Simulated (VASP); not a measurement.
# SiO2 (Fddd) in VASP: a series of runs

The runs below take SiO2 through single point, with PBE, PBEsol.

All numbers are computed with VASP 6.6.1; they aren't measurements. Logs are shortened: lines on timing, memory, paths and dates and some standing lists are left out, and cuts for length are marked.

### Step 1. The cell of the first run

Symmetry: Fddd, No. 70, orthorhombic system. Conventional cell: a = 4.714 Å, b = 9.433 Å, c = 14.731 Å, α = 90.00°, β = 90.00°, γ = 90.00°. Si (site symmetry 2) has 4 O at 1.60 to 1.62 Å within 2.1 Å. Within 2.1 Å of O (site symmetry -1) lie 2 Si at 1.60 Å. O (site symmetry 2) has 2 Si at 1.62 Å within 2.2 Å.

### Step 2. Single point, PBE

The input, INCAR:

```
SYSTEM = SiO2
  ALGO = Normal
  EDIFF = 1E-6
  ENCUT = 520
  GGA = PE
  ISIF = 2
  ISMEAR = -1
  LASPH = .TRUE.
  LCHARG = .FALSE.
  LREAL = .FALSE.
  LWAVE = .FALSE.
  NBANDS = 44
  NELM = 100
  PREC = Accurate
  SIGMA = 0.02
```

The input, KPOINTS:

```
k-points
0
G
  6 6 6
  0 0 0
```

The input, POSCAR:

```
SiO2
1.0
    0.0000000000      4.7164957307      7.3654551465
    2.3572237397      0.0000000000      7.3654551465
    2.3572237397      4.7164957307      0.0000000000
Si O
4 8
Direct
    0.5631475368      0.5631475368      0.9368524632
    0.3131475368      0.3131475368      0.6868524632
    0.6868524632      0.6868524632      0.3131475368
    0.9368524632      0.9368524632      0.5631475368
    0.6250000000      0.1250000000      0.6250000000
    0.6250000000      0.6250000000      0.1250000000
    0.6250000000      0.6250000000      0.6250000000
    0.1250000000      0.6250000000      0.6250000000
    0.1862124640      0.8137875360      0.1862124640
    0.8137875360      0.1862124640      0.8137875360
    0.4362124640      0.0637875360      0.4362124640
    0.0637875360      0.4362124640      0.0637875360
```

Potentials or basis: VASP PAW PBE potentials, release 64 (Si, O).

On the command line:

```bash
$ cat potpaw_PBE.64/Si/POTCAR potpaw_PBE.64/O/POTCAR > POTCAR
$ mpirun -np 1 vasp_std > vasp.out
```

OUTCAR:

```text
SYSTEM = SiO2
   EDIFF = 1E-6
   ENCUT = 520
   GGA = PE
   ISIF = 2
   ISMEAR = -1
   LASPH = .TRUE.
   LREAL = .FALSE.
   NELM = 100
   PREC = Accurate

 ion  position               nearest neighbor table
   1  0.563  0.563  0.937-   6 1.60   7 1.60   9 1.62  10 1.62   4 3.00   4 3.00
   2  0.313  0.313  0.687-   5 1.60   8 1.60  11 1.62  12 1.62   3 3.00   3 3.00
   3  0.687  0.687  0.313-   6 1.60   7 1.60  11 1.62  12 1.62   2 3.00   2 3.00
   4  0.937  0.937  0.563-   5 1.60   8 1.60   9 1.62  10 1.62   1 3.00   1 3.00
   5  0.625  0.125  0.625-   2 1.60   4 1.60
   6  0.625  0.625  0.125-   1 1.60   3 1.60
   7  0.625  0.625  0.625-   1 1.60   3 1.60
   8  0.125  0.625  0.625-   2 1.60   4 1.60
   9  0.186  0.814  0.186-   1 1.62   4 1.62
  10  0.814  0.186  0.814-   1 1.62   4 1.62
  11  0.436  0.064  0.436-   2 1.62   3 1.62
  12  0.064  0.436  0.064-   2 1.62   3 1.62

  LATTYP: Found a face centered orthorhombic cell.
 ALAT       =     4.7144474794
 B/A-ratio  =     2.0008689253
 C/A-ratio  =     3.1246313290

  Lattice vectors:

 A1 = (   0.0000000000,   4.7164957307,   7.3654551465)
 A2 = (   2.3572237397,   0.0000000000,   7.3654551465)
 A3 = (   2.3572237397,   4.7164957307,   0.0000000000)

Analysis of symmetry for initial positions (statically):
=====================================================================
 Subroutine PRICEL returns:
 Original cell was already a primitive cell.

 Routine SETGRP: Setting up the symmetry group for a
 face centered orthorhombic supercell.

 Subroutine GETGRP returns: Found  8 space group operations
 (whereof  4 operations were pure point group operations)
 out of a pool of  8 trial point group operations.

The static configuration has the point symmetry D_2 .
 The point group associated with its full space group is D_2h.

Analysis of symmetry for dynamics (positions and initial velocities):
=====================================================================
 Subroutine PRICEL returns:
 Original cell was already a primitive cell.

 Routine SETGRP: Setting up the symmetry group for a
 face centered orthorhombic supercell.

 Subroutine GETGRP returns: Found  8 space group operations
 (whereof  4 operations were pure point group operations)
 out of a pool of  8 trial point group operations.

The dynamic configuration has the point symmetry D_2 .
 The point group associated with its full space group is D_2h.

 Subroutine INISYM returns: Found  8 space group operations
[... 129 lines left out ...]
   NUPDOWN=      -1.0000    fix difference up-down
   EMIN   =  10.00;   EMAX   =-10.00  energy-range for DOS
   EFERMI =   0.00;   METHOD = LEGACY
   ISMEAR =    -1;   SIGMA  =   0.02  broadening in eV -4-tet -1-fermi 0-gaus
   EFERMI_NEDOS =   21; number of points for ismear=-14 and -15
   IALGO  =     38    algorithm
   IMIX   =      4    mixing-type and parameters
     AMIX     =   0.40;   BMIX     =  1.00
     AMIX_MAG =   1.60;   BMIX_MAG =  1.00
  volume/ion in A,a.u.               =      13.65        92.10
  Fermi-wavevector in a.u.,A,eV,Ry     =   1.196883  2.261780 19.490725  1.432528
  Thomas-Fermi vector in A             =   2.332812
   LORBIT       =      0    0 simple, 1 ext, 2 COOP (PROOUT), +10 PAW based schemes
   GGA     = PE    functional components
   LHFCALC =     F    Hartree Fock is set to
   AEXX    =    0.0000 exact exchange contribution
   IVDW    =     0    specifies the selected vdW correction
   LEPSILON=     F    determine dielectric tensor
   LRPA    =     F    only Hartree local field effects (RPA)
 non-spin polarized calculation
  energy-cutoff  :      520.00
  volume of cell :      163.78
 maximum number of plane-waves:      4434
 NGX is ok and might be reduce to    70
   NGX = 33   NGY = 29   NGZ = 19

 number of electron      64.0000006 magnetization

 Free energy of the ion-electron system (eV)
  ---------------------------------------------------
  ext. energy  EPLUGINS =         0.00000000
  ---------------------------------------------------
  free energy    TOTEN  =       -94.69488148 eV

  energy without entropy =      -94.69488148  energy(sigma->0) =      -94.69488148

 E-fermi :   0.8685     XC(G=0):  -8.7134

 val. band max:        0.4784295055   @ k =   0.0000   0.0000   0.0000
 cond. band min:       6.2650213683   @ k =   0.0000   0.0000   0.0000
 fundamental gap:      5.7865918628
 Fermi energy:         0.8684952637

 k-point     1 :       0.0000    0.0000    0.0000
  band No.  band energies     occupation
      1     -18.9496      2.00000
      2     -18.0188      2.00000
      3     -18.0165      2.00000
      4     -16.9360      2.00000
      5     -16.8932      2.00000
      6     -16.8010      2.00000
[... 1117 lines left out ...]
     43      12.4943      0.00000
     44      12.8419      0.00000

 [... further k-points ...]

------------------------ aborting loop because EDIFF is reached ----------------------------------------

  FORCE on cell =-STRESS in cart. coord.  units (eV):
  Direction    XX          YY          ZZ          XY          YZ          ZX
  --------------------------------------------------------------------------------------
  -------------------------------------------------------------------------------------
  Total        5.3223245      5.0183849      5.1548126      0.0000000      0.0000000      0.0000000
  in kB       52.0669446     49.0935814     50.4282187      0.0000000      0.0000000      0.0000000
  external PRESSURE =      50.5295816 kB  Pullay stress =       0.0000000 kB

 VOLUME and BASIS-vectors are now :
 -----------------------------------------------------------------------------
  energy-cutoff  :      520.00
  volume of cell :      163.78
      direct lattice vectors                 reciprocal lattice vectors
     0.000000000  4.716495731  7.365455147    -0.212113934  0.106010909  0.067884467
     2.357223740  0.000000000  7.365455147     0.212113934 -0.106010909  0.067884467
     2.357223740  4.716495731  0.000000000     0.212113934  0.106010909 -0.067884467

 POSITION                                       TOTAL-FORCE (eV/Angst)
 -----------------------------------------------------------------------------------
      3.53584      7.07474      8.29568         0.000000      0.000000      0.031501
      2.35722      4.71650      4.61295        -0.000000      0.000000      0.031501
      2.35722      4.71650     10.11796        -0.000000      0.000000     -0.031501
      3.53584      7.07474     13.80069         0.000000      0.000000     -0.031501
      1.76792      5.89562      5.52409         0.000000      0.000000     -0.000000
      1.76792      3.53737      9.20682        -0.000000      0.000000     -0.000000
      2.94653      5.89562      9.20682         0.000000      0.000000     -0.000000
      2.94653      3.53737      5.52409         0.000000      0.000000     -0.000000
      2.35722      1.75654      7.36546        -0.000000     -0.349551     -0.000000
      2.35722      7.67645      7.36546        -0.000000      0.349551     -0.000000
      1.17861      4.11479      3.68273         0.000000     -0.349551     -0.000000
      1.17861      0.60171      3.68273         0.000000      0.349551     -0.000000
 -----------------------------------------------------------------------------------
    total drift:                               -0.000000     -0.000000      0.000000

  FREE ENERGIE OF THE ION-ELECTRON SYSTEM (eV)
  ---------------------------------------------------
  free  energy   TOTEN  =       -94.6948814809 eV

  energy  without entropy=      -94.6948814809  energy(sigma->0) =      -94.69488148
```

OSZICAR:

```text
N       E                     dE             d eps       ncg     rms          rms(c)
DAV:   1     0.393827745905E+03    0.39383E+03   -0.33306E+04  4064   0.133E+03
DAV:   2    -0.790402825313E+02   -0.47287E+03   -0.45899E+03  5120   0.313E+02
DAV:   3    -0.107378136343E+03   -0.28338E+02   -0.28208E+02  5072   0.813E+01
DAV:   4    -0.107730815710E+03   -0.35268E+00   -0.35212E+00  4944   0.100E+01
DAV:   5    -0.107736762233E+03   -0.59465E-02   -0.59420E-02  4980   0.127E+00    0.298E+01
DAV:   6    -0.946745096770E+02    0.13062E+02   -0.49248E+01  4708   0.326E+01    0.141E+01
DAV:   7    -0.946873404716E+02   -0.12831E-01   -0.15086E+00  4776   0.511E+00    0.507E+00
DAV:   8    -0.946793872179E+02    0.79533E-02   -0.73393E-02  4876   0.170E+00    0.201E+00
DAV:   9    -0.946924892414E+02   -0.13102E-01   -0.40581E-02  4520   0.121E+00    0.368E-01
DAV:  10    -0.946948440476E+02   -0.23548E-02   -0.39476E-03  4508   0.305E-01    0.112E-01
DAV:  11    -0.946948641856E+02   -0.20138E-04   -0.87257E-04  4868   0.158E-01    0.155E-02
DAV:  12    -0.946948771552E+02   -0.12970E-04   -0.28714E-05  4740   0.292E-02    0.159E-02
DAV:  13    -0.946948804079E+02   -0.32527E-05   -0.72267E-06  4668   0.133E-02    0.688E-03
DAV:  14    -0.946948814749E+02   -0.10670E-05   -0.13115E-06  3412   0.693E-03    0.147E-03
DAV:  15    -0.946948814809E+02   -0.59481E-08   -0.14421E-07  2848   0.212E-03
   1 F= -.94694881E+02 E0= -.94694881E+02  d E =-.308573E-10
```

Run time: 4 min. Hardware: 1 thread of Intel Xeon 6975P-C (Granite Rapids), shared host; peak memory 0.53 GiB.

What came out:

```
Free energy            : -94.6949 eV
Pressure               : 5.1 GPa
Largest force          : 0.350 eV/Å
Band gap on the k mesh : 5.79 eV
```

Forces in eV/Å, atoms in the order of the input:
```
Si   0.000  0.000  0.032
Si   0.000  0.000  0.032
Si   0.000  0.000 -0.032
Si   0.000  0.000 -0.032
O    0.000  0.000  0.000
O    0.000  0.000  0.000
O    0.000  0.000  0.000
O    0.000  0.000  0.000
O    0.000 -0.350  0.000
O    0.000  0.350  0.000
O    0.000 -0.350  0.000
O    0.000  0.350  0.000
```

Levels at points of the mesh, in eV from the valence-band top:
```csv
k point,band 29,band 30,band 31,band 32,band 33,band 34,band 35,band 36
"(0.00, 0.00, 0.00)",-0.62,-0.43,-0.03,0.00,5.79,8.33,8.38,8.73
"(0.50, 0.00, 0.00)",-0.61,-0.56,-0.31,-0.26,8.21,8.82,8.93,9.54
"(0.50, 0.50, 0.00)",-0.62,-0.62,-0.16,-0.16,6.94,6.94,8.82,8.82
"(0.50, 0.00, 0.50)",-0.87,-0.87,-0.26,-0.26,7.94,7.94,9.57,9.57
"(0.00, 0.50, 0.50)",-0.89,-0.89,-0.12,-0.12,8.23,8.23,9.12,9.12
```

Caveat: the cell stands under pressure. A k mesh can miss the band edges.

(Part 1 of 2 ends here.)
